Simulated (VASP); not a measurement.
Input of a VASP 6.6.1 run:

Contents of INCAR:

```
SYSTEM = Ni
  PREC = Accurate
  ENCUT = 520
  EDIFF = 1E-7
  ISMEAR = -1
  SIGMA = 0.05
  LREAL = .FALSE.
  LASPH = .TRUE.
  NELM = 150
  ALGO = Normal
  ISIF = 2
  LWAVE = .FALSE.
  LCHARG = .TRUE.
  ISPIN = 2
  MAGMOM = -0.852 -0.852
  LORBIT = 11
  LMAXMIX = 4
  GGA = RP
  LELF = .TRUE.
  LVHAR = .TRUE.
  NBANDS = 21
```

Contents of KPOINTS:

```
regular mesh
0
G
  12 12 12
  0 0 0
```

The input POSCAR:

```
Ni
1.0
    0.0000000000      2.6813805850      2.6813805850
    2.6813805850      0.0000000000      2.6813805850
    2.6813805850      2.6813805850      0.0000000000
Ni
2
Direct
    0.1250000000      0.1250000000      0.1250000000
    0.8750000000      0.8750000000      0.8750000000
```

Potentials or basis: VASP PAW PBE potentials, release 64 (Ni).

Run with:

```sh
$ cat potpaw_PBE.64/Ni/POTCAR > POTCAR
$ mpirun -np 1 vasp_std > vasp.out
```

Estimate the pressure.

-6.6 GPa.

What does it give for the net moment?

-1.61 μB per cell.

Estimate the site moments.

Ni -0.83 μB.

Caveat: the cell stands under tension; the PAW data sets were made with another functional, which shifts forces and pressure a little.
